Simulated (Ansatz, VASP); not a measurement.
MgO: VASP beside Ansatz

```
CELL_PARAMETERS angstrom
3.15669 0.00000 0.00000
-1.57834 2.73377 0.00000
0.00000 0.00000 5.26439
ATOMIC_POSITIONS crystal
Mg 0.33333 0.66667 0.00067
Mg 0.66667 0.33333 0.50067
O 0.33333 0.66667 0.37433
O 0.66667 0.33333 0.87433
```

Change from the starting cell: epitaxial_xy strain -4.0%.

Alike in both runs: task single point; functional PBE; k mesh 12 × 12 × 6; occupations fermi-dirac, width 0.02 eV; no spin polarisation.

```csv
,VASP,Ansatz
version,VASP 6.6.1,Ansatz 0.2.0
potentials or method,"VASP PAW PBE potentials, release 64 (Mg, O)","plane waves, PAW"
plane-wave cutoff (eV),520,420
valence electrons in the cell,16,32
```

Ansatz gave:

```
gap on the k mesh at the Fermi level (eV)                     : 3.96
pressure (GPa)                                                : 10.0
traceless stress, the component that is largest in VASP (GPa) : -5.79
rms of the force components (eV/Å)                            : 0.010
```

Q: Estimate VASP's values.

A: gap on the k mesh at the Fermi level (eV): 3.94; pressure (GPa): 9.7; traceless stress, the component that is largest in VASP (GPa): -5.86; rms of the force components (eV/Å): 0.011.

Atom by atom the forces differ by 0.001 eV/Å (rms over components). VASP's potentials hold 16 valence electrons a cell and Ansatz's 32, so a difference there can come from the potentials and not from the codes.
